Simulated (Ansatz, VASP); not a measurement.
N in VASP and in Ansatz

POSCAR

```
N
1.0
   14.0000000000      0.0000000000      0.0000000000
    0.0000000000     14.4000000000      0.0000000000
    0.0000000000      0.0000000000     14.8000000000
N
1
Direct
    0.5000000000      0.5000000000      0.5000000000
```

INCAR.step1

```
ALGO = Normal
EDIFF = 1E-4
ENCUT = 520
GGA = PE
ISMEAR = -1
ISPIN = 2
ISYM = 0
LASPH = True
LCHARG = False
LREAL = False
LWAVE = True
MAGMOM = 3
NBANDS = 12
NELM = 150
PREC = Accurate
SIGMA = 0.01
```

INCAR.step2

```
ALGO = Normal
EDIFF = 1E-7
ENCUT = 520
ISIF = 2
ISMEAR = -1
ISPIN = 2
ISTART = 1
ISYM = 0
LASPH = True
LCHARG = False
LMIXTAU = True
LORBIT = 11
LREAL = False
LWAVE = False
MAGMOM = 3
METAGGA = R2SCAN
NBANDS = 12
NELM = 150
PREC = Accurate
SIGMA = 0.01
```

KPOINTS

```
k-points
0
Gamma
  1 1 1
```

Input for Ansatz:

```yaml
crystal:
  lattice:
    - [14.0, 0.0, 0.0]
    - [0.0, 14.4, 0.0]
    - [0.0, 0.0, 14.8]
  atoms:
    - { symbol: "N", position: [0.5, 0.5, 0.5], spin: 3.0 }
  symmetry: { detect: false, time_reversal: true }
hamiltonian:
  xc: r2scan
  pseudopotentials:
    kind: paw
    azcp:
      "N": "pseudopotentials/N.paw.azcp"
basis:
  ecutwfc: 500
  fft_grid_basis: typed
kpoints:
  mp_grid: { grid: [1, 1, 1], shift: [0, 0, 0] }
magnetization:
  spin_polarized: true
scf:
  occupations: { method: fermi_dirac, width: 0.01 }
```

Alike in both runs: task single point; functional r2SCAN; k mesh 1 × 1 × 1; occupations fermi-dirac, width 0.01 eV; collinear spin.

```csv
,VASP,Ansatz
version,VASP 6.6.1,Ansatz 0.2.0
potentials or method,"VASP PAW PBE potentials, release 64 (N), cutoff 520 eV","plane waves (500 eV) with PAW, scalar-relativistic"
valence electrons in the cell,5,5
```

```csv
,VASP,Ansatz,Ansatz less VASP
gap on the k mesh at the Fermi level (eV),5.73,5.73,+0.003
net moment per atom (μB),3.00,3.00,0.000
size of the moment on the site where the two differ most (μB),1.99,3.00,+1.013
```

VASP's potentials were made for PBE, not for r2SCAN. Site moments also hang on the region over which each program counts them. Ansatz's warnings: stability check not made.
